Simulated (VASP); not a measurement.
# Ta in VASP: further runs

Ta is run at these levels: PBE; tasks: single point.

Everything below comes from runs of VASP 6.6.1. Logs are shortened: lines on timing, memory, paths and dates and some standing lists are left out, and cuts for length are marked.

## 1. The cell of the first run

The structure is orthorhombic, space group Immm (No. 71). The conventional cell has a = 2.954 Å, b = 3.319 Å, c = 3.443 Å, α = 90.00°, β = 90.00°, γ = 90.00°. Within 3.7 Å of Ta (site symmetry mmm) lie 14 Ta at 2.81 to 3.44 Å.

## 2. Single point, PBE (normal strain along x -0.1100, normal strain along z +0.0375)

The input, INCAR:

```
SYSTEM = Ta
PREC = Accurate
ENCUT = 520
EDIFF = 1E-6
ISMEAR = 0
SIGMA = 0.15
LREAL = .FALSE.
LASPH = .TRUE.
NELM = 80
ALGO = Fast
ISIF = 2
LWAVE = .FALSE.
LCHARG = .FALSE.
GGA = PE
NBANDS = 12
```

The input, KPOINTS:

```
regular mesh
0
G
  18 18 18
  0 0 0
```

The input, POSCAR:

```
Ta
1.0
   -1.4769403763      1.6594835689      1.7217142027
    1.4769403763     -1.6594835689      1.7217142027
    1.4769403763      1.6594835689     -1.7217142027
Ta
1
Direct
    0.0000000000      0.0000000000      0.0000000000
```

Potentials or basis: VASP PAW PBE potentials, release 64 (Ta_pv).

The run is started by

```bash
cat potpaw_PBE.64/Ta_pv/POTCAR > POTCAR
mpirun -np 1 vasp_std > vasp.out
```

OUTCAR:

```text
SYSTEM = Ta
   PREC = Accurate
   ENCUT = 520
   EDIFF = 1E-6
   ISMEAR = 0
   LREAL = .FALSE.
   LASPH = .TRUE.
   NELM = 80
   ISIF = 2
   GGA = PE

 ion  position               nearest neighbor table
   1  0.000  0.000  0.000-

  LATTYP: Found a body centered orthorhombic cell.
 ALAT       =     2.9538807526
 B/A-ratio  =     1.1235955056
 C/A-ratio  =     1.1657303371

  Lattice vectors:

 A1 = (  -1.4769403763,   1.6594835689,   1.7217142027)
 A2 = (   1.4769403763,  -1.6594835689,   1.7217142027)
 A3 = (   1.4769403763,   1.6594835689,  -1.7217142027)

Analysis of symmetry for initial positions (statically):
=====================================================================
 Subroutine PRICEL returns:
 Original cell was already a primitive cell.

 Routine SETGRP: Setting up the symmetry group for a
 body centered orthorhombic supercell.

 Subroutine GETGRP returns: Found  8 space group operations
 (whereof  8 operations were pure point group operations)
 out of a pool of  8 trial point group operations.

The static configuration has the point symmetry D_2h.

Analysis of symmetry for dynamics (positions and initial velocities):
=====================================================================
 Subroutine PRICEL returns:
 Original cell was already a primitive cell.

 Routine SETGRP: Setting up the symmetry group for a
 body centered orthorhombic supercell.

 Subroutine GETGRP returns: Found  8 space group operations
 (whereof  8 operations were pure point group operations)
 out of a pool of  8 trial point group operations.

The dynamic configuration has the point symmetry D_2h.

 Subroutine INISYM returns: Found  8 space group operations
 (whereof  8 operations are pure point group operations),
 and found     1 'primitive' translations

----------------------------------------------------------------------------------------

                                     Primitive cell

  volume of cell :      16.8794

  direct lattice vectors                    reciprocal lattice vectors
    -1.476940376  1.659483569  1.721714203     0.000000000  0.301298554  0.290408245
     1.476940376 -1.659483569  1.721714203     0.338537701  0.000000000  0.290408245
     1.476940376  1.659483569 -1.721714203     0.338537701  0.301298554  0.000000000

  length of vectors
     2.810611746  2.810611746  2.810611746     0.418470749  0.446032201  0.453198184

  position of ions in fractional coordinates (direct lattice)
     0.000000000  0.000000000  0.000000000

  ion indices of the primitive-cell ions
   primitive index   ion index
                 1           1

----------------------------------------------------------------------------------------

 KPOINTS: regular mesh

Automatic generation of k-mesh.
 Grid dimensions read from file:
 generate k-points for:   18   18   18

 Generating k-lattice:

  Cartesian coordinates                     Fractional coordinates (reciprocal lattice)
     0.000000000  0.016738809  0.016133791     0.055555556  0.000000000 -0.000000000
     0.018807650  0.000000000  0.016133791     0.000000000  0.055555556 -0.000000000
     0.018807650  0.016738809  0.000000000    -0.000000000  0.000000000  0.055555556

  Length of vectors
     0.023248375  0.024779567  0.025177677

  Shift w.r.t. Gamma in fractional coordinates (k-lattice)
     0.000000000  0.000000000  0.000000000

 Subroutine IBZKPT returns following result:
 ===========================================

 Found    865 irreducible k-points:

 Following reciprocal coordinates:
            Coordinates               Weight
  0.000000  0.000000  0.000000      1.000000
  0.055556 -0.000000  0.000000      4.000000
  0.111111 -0.000000  0.000000      4.000000
  0.166667  0.000000 -0.000000      4.000000
  0.222222 -0.000000  0.000000      4.000000
  0.277778  0.000000  0.000000      4.000000
[... 16 lines left out ...]
 -0.333333  0.055556  0.000000      8.000000
 -0.277778  0.055556  0.000000      8.000000
 [... further k-points ...]
   k-points           NKPTS =    865   k-points in BZ     NKDIM =    865   number of bands    NBANDS=     12
   number of dos      NEDOS =    301   number of ions     NIONS =      1
   total plane-waves  NPLWV =  13824
   dimension x,y,z NGX =    24 NGY =   24 NGZ =   24
   dimension x,y,z NGXF=    48 NGYF=   48 NGZF=   48
   ions per type =               1
   NGX,Y,Z   is equivalent  to a cutoff of  14.20, 14.20, 14.20 a.u.
   NGXF,Y,Z  is equivalent  to a cutoff of  28.39, 28.39, 28.39 a.u.
 SYSTEM =  Ta
   PREC   = accura    normal or accurate (medium, high low for compatibility)
   ISTART =      0    job   : 0-new  1-cont  2-samecut
   ICHARG =      2    charge: 1-file 2-atom 10-const
   ISPIN  =      1    spin polarized calculation?
   LNONCOLLINEAR =      F non collinear calculations
   LSORBIT =      F    spin-orbit coupling
   LASPH  =      T    aspherical Exc in radial PAW
   ENCUT  =  520.0 eV  38.22 Ry    6.18 a.u.   5.23  5.23  5.23*2*pi/ulx,y,z
   NELM   =     80;   NELMIN=  2; NELMDL= -5     # of ELM steps
   EDIFF  = 0.1E-05   stopping-criterion for ELM
   LREAL  =      F    real-space projection
   EDIFFG = 0.1E-04   stopping-criterion for IOM
   NSW    =      0    number of steps for IOM
   IBRION =     -1    ionic relax: 0-MD 1-quasi-New 2-CG
   NFREE  =      0    steps in history (QN), initial steepest desc. (CG)
   ISIF   =      2    stress and relaxation
   ISYM   =      2    0-nonsym 1-usesym 2-fastsym
   POTIM  = 0.5000    time-step for ionic-motion
   TEBEG  =    0.0;   TEEND  =   0.0 temperature during run
   PSTRESS=    0.0 pullay stress
   NELECT =      11.0000    total number of electrons
   NUPDOWN=      -1.0000    fix difference up-down
   EMIN   =  10.00;   EMAX   =-10.00  energy-range for DOS
   EFERMI =   0.00;   METHOD = LEGACY
   ISMEAR =     0;   SIGMA  =   0.15  broadening in eV -4-tet -1-fermi 0-gaus
   EFERMI_NEDOS =   21; number of points for ismear=-14 and -15
   IALGO  =     68    algorithm
   IMIX   =      4    mixing-type and parameters
     AMIX     =   0.40;   BMIX     =  1.00
     AMIX_MAG =   1.60;   BMIX_MAG =  1.00
  volume/ion in A,a.u.               =      16.88       113.91
  Fermi-wavevector in a.u.,A,eV,Ry     =   1.419341  2.682165 27.409328  2.014529
  Thomas-Fermi vector in A             =   2.540372
   LORBIT       =      0    0 simple, 1 ext, 2 COOP (PROOUT), +10 PAW based schemes
   GGA     = PE    functional components
   LHFCALC =     F    Hartree Fock is set to
   AEXX    =    0.0000 exact exchange contribution
   IVDW    =     0    specifies the selected vdW correction
   LEPSILON=     F    determine dielectric tensor
   LRPA    =     F    only Hartree local field effects (RPA)
 non-spin polarized calculation
 RMM-DIIS sequential band-by-band and
 Gauss-broadening in eV      SIGMA  =   0.15
  energy-cutoff  :      520.00
  volume of cell :       16.88
 maximum number of plane-waves:       470
 NGX is ok and might be reduce to    24
   NGX = 11   NGY = 11   NGZ = 11

 number of electron      11.0000000 magnetization

 Free energy of the ion-electron system (eV)
  ---------------------------------------------------
  ext. energy  EPLUGINS =         0.00000000
  ---------------------------------------------------
  free energy    TOTEN  =       -11.66961419 eV

  energy without entropy =      -11.65788873  energy(sigma->0) =      -11.66375146

 E-fermi :   6.1347     XC(G=0): -12.9494

 val. band max:        6.1323924881   @ k =  -0.1111   0.3889   0.1111
 cond. band min:       6.1363217612   @ k =  -0.3333   0.1111   0.0000
 fundamental gap:      0.0039292731
 Fermi energy:         6.1347345726

 k-point     1 :       0.0000    0.0000    0.0000
  band No.  band energies     occupation
      1     -26.7988      2.00000
      2     -26.7945      2.00000
      3     -26.7334      2.00000
      4      -2.1292      2.00000
      5       5.6396      2.00000
      6       7.4231      0.00000
      7       7.8369      0.00000
      8       8.6965      0.00000
      9      11.4427      0.00000
     10      20.3713      0.00000
     11      20.9790      0.00000
     12      23.4297      0.00000

 k-point     2 :       0.0556   -0.0000    0.0000
  band No.  band energies     occupation
      1     -26.8447      2.00000
      2     -26.7946      2.00000
      3     -26.7443      2.00000
      4      -1.9924      2.00000
      5       5.6532      1.99999
      6       7.4372      0.00000
      7       7.8844      0.00000
      8       8.5719      0.00000
      9      11.3836      0.00000
     10      20.6096      0.00000
     11      20.9491      0.00000
     12      21.2056      0.00000

 k-point     3 :       0.1111   -0.0000    0.0000
  band No.  band energies     occupation
      1     -26.9809      2.00000
      2     -26.7893      2.00000
      3     -26.7753      2.00000
      4      -1.5989      2.00000
      5       5.6716      1.99999
      6       7.3259      0.00000
      7       8.1914      0.00000
      8       8.2908      0.00000
      9      11.2290      0.00000
     10      20.9484      0.00000
     11      21.1206      0.00000
     12      21.8595      0.00000
[... 286 lines left out ...]
 k-point    23 :      -0.3333    0.0556    0.0000
  band No.  band energies     occupation
      1     -27.7960      2.00000
      2     -26.9861      2.00000
      3     -26.7751      2.00000
      4       0.8265      2.00000
      5       5.5103      2.00000
      6       6.2284      0.37721
      7       8.2978      0.00000
      8      10.7492      0.00000
      9      11.3630      0.00000
     10      20.6679      0.00000
     11      20.7418      0.00000
     12      21.0071      0.00000

 k-point    24 :      -0.2778    0.0556    0.0000
  band No.  band energies     occupation
      1     -27.5619      2.00000
      2     -26.9243      2.00000
      3     -26.7854      2.00000
      4       0.2012      2.00000
      5       5.4309      2.00000
      6       6.5192      0.00029
      7       8.1081      0.00000
      8      10.2416      0.00000
      9      10.8514      0.00000
     10      20.9388      0.00000
     11      21.4526      0.00000
     12      22.0022      0.00000

 [... further k-points ...]

------------------------ aborting loop because EDIFF is reached ----------------------------------------

  FORCE on cell =-STRESS in cart. coord.  units (eV):
  Direction    XX          YY          ZZ          XY          YZ          ZX
  --------------------------------------------------------------------------------------
  -------------------------------------------------------------------------------------
  Total        3.1376892      1.9198663      1.3928793      0.0000000      0.0000000      0.0000000
  in kB      297.8266370    182.2319778    132.2108482      0.0000000      0.0000000      0.0000000
  external PRESSURE =     204.0898210 kB  Pullay stress =       0.0000000 kB

 VOLUME and BASIS-vectors are now :
 -----------------------------------------------------------------------------
  energy-cutoff  :      520.00
  volume of cell :       16.88
      direct lattice vectors                 reciprocal lattice vectors
    -1.476940376  1.659483569  1.721714203     0.000000000  0.301298554  0.290408245
     1.476940376 -1.659483569  1.721714203     0.338537701  0.000000000  0.290408245
     1.476940376  1.659483569 -1.721714203     0.338537701  0.301298554  0.000000000

 POSITION                                       TOTAL-FORCE (eV/Angst)
 -----------------------------------------------------------------------------------
      0.00000      0.00000      0.00000         0.000000      0.000000      0.000000
 -----------------------------------------------------------------------------------
    total drift:                                0.000000      0.000000     -0.000000

  FREE ENERGIE OF THE ION-ELECTRON SYSTEM (eV)
  ---------------------------------------------------
  free  energy   TOTEN  =       -11.6696141865 eV

  energy  without entropy=      -11.6578887331  energy(sigma->0) =      -11.66375146
```

Wall time 2.6 min (1 thread of Intel Xeon 8259CL, shared host); peak memory 0.29 GiB.

Results:

| Quantity | Value |
| --- | --- |
| Free energy | -11.6696 eV |
| Pressure | 20.4 GPa |
| Band gap on the k mesh | zero (an odd number of electrons rules out a gap without spin polarisation) |

Caveat: the cell differs from its parent crystal (normal strain along x -0.1100, normal strain along z +0.0375); the stress differs along the axes, from 13 to 30 GPa; spin-orbit coupling is left out, which moves the levels of the heavy elements.

## 3. Single point, PBE (normal strain along x +0.0000, normal strain along z +0.0750)

The input, INCAR:

```
SYSTEM = Ta
ALGO     = Normal         ! electronic algorithm
EDIFF    = 1E-7           ! SCF threshold, eV
ENCUT    = 520            ! plane-wave cutoff, eV
GGA      = PE             ! functional
ISIF     = 2              ! what is computed and relaxed
ISMEAR   = 0              ! smearing method
LASPH    = .TRUE.         ! aspherical terms in the spheres
LCHARG   = .FALSE.        ! write CHGCAR
LREAL    = .FALSE.        ! projectors in reciprocal space
LWAVE    = .FALSE.        ! write WAVECAR
NBANDS   = 12             ! bands
NELM     = 100            ! most SCF steps
PREC     = Accurate       ! precision mode
SIGMA    = 0.15           ! smearing width, eV
```

The input, KPOINTS:

```
k-points
0
G
  18 18 18
  0 0 0
```

The input, POSCAR:

```
Ta
1.0
   -1.6594835689      1.6594835689      1.7839448366
    1.6594835689     -1.6594835689      1.7839448366
    1.6594835689      1.6594835689     -1.7839448366
Ta
1
Direct
    0.0000000000      0.0000000000      0.0000000000
```

Potentials or basis: VASP PAW PBE potentials, release 64 (Ta_pv).

The run is started by

```bash
cat potpaw_PBE.64/Ta_pv/POTCAR > POTCAR
mpirun -np 1 vasp_std > vasp.out
```

Wall time 1.8 min (1 thread of Intel Xeon 8259CL, shared host); peak memory 0.23 GiB.

Results (log left out):

```
Free energy            : -11.7492 eV
Pressure               : -11.8 GPa
Band gap on the k mesh : zero (an odd number of electrons rules out a gap without spin polarisation)
```

Stress tensor (GPa, compression positive):
```
 -9.89   0.00   0.00
  0.00  -9.89   0.00
  0.00   0.00 -15.48
```

Levels at points of the mesh, in eV from the Fermi level:
```csv
k point,band 2,band 3,band 4,band 5,band 6,band 7,band 8,band 9
"(0.00, 0.00, 0.00)",-33.45,-33.45,-7.60,0.48,0.48,1.26,3.09,4.13
"(0.50, 0.00, 0.00)",-33.71,-33.45,-4.06,-1.03,1.07,2.91,4.51,6.82
"(0.50, 0.50, 0.00)",-33.78,-33.49,-3.99,-1.86,1.53,4.20,4.80,7.04
"(0.50, 0.50, 0.50)",-34.02,-34.02,-3.45,-3.24,5.95,6.21,6.21,6.70
```

Caveat: the cell differs from its parent crystal (normal strain along x +0.0000, normal strain along z +0.0750); the stress differs along the axes, from -15 to -10 GPa; spin-orbit coupling is left out, which moves the levels of the heavy elements.

(Continued in part 2 of 2.)
